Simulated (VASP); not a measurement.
Here is a VASP 6.6.1 calculation.

The input INCAR:

```
SYSTEM = CaSe
PREC = Accurate ; ENCUT = 520
EDIFF = 1E-6 ; ISMEAR = -1
SIGMA = 0.02 ; LREAL = .False.
LASPH = .True. ; NELM = 80
ALGO = Normal ; ISIF = 2
LWAVE = .False. ; LCHARG = .False.
GGA = PE ; NBANDS = 15
```

File KPOINTS:

```
regular mesh
0
Gamma
  8 8 8
  0 0 0
```

POSCAR

```
CaSe
1.0
    3.6947588700      0.0000000000      0.0000000000
    0.0000000000      3.6947588700      0.0000000000
    0.0000000000      0.0000000000      3.6947588700
Ca Se
1 1
Direct
    0.0000000000      0.0000000000      0.0000000000
    0.5000000000      0.5000000000      0.5000000000
```

Potentials or basis: VASP PAW PBE potentials, release 64 (Ca_sv, Se).

Launch:

```sh
$ cat potpaw_PBE.64/Ca_sv/POTCAR potpaw_PBE.64/Se/POTCAR > POTCAR
$ mpirun -np 1 vasp_std > vasp.out
```

(1) What does it give for the pressure?

(2) Predict the band gap on the k mesh.

Results:

(1) -1.6 GPa.

(2) 0.83 eV.

Caveat: the cell differs from its parent crystal (strain +1.7%).
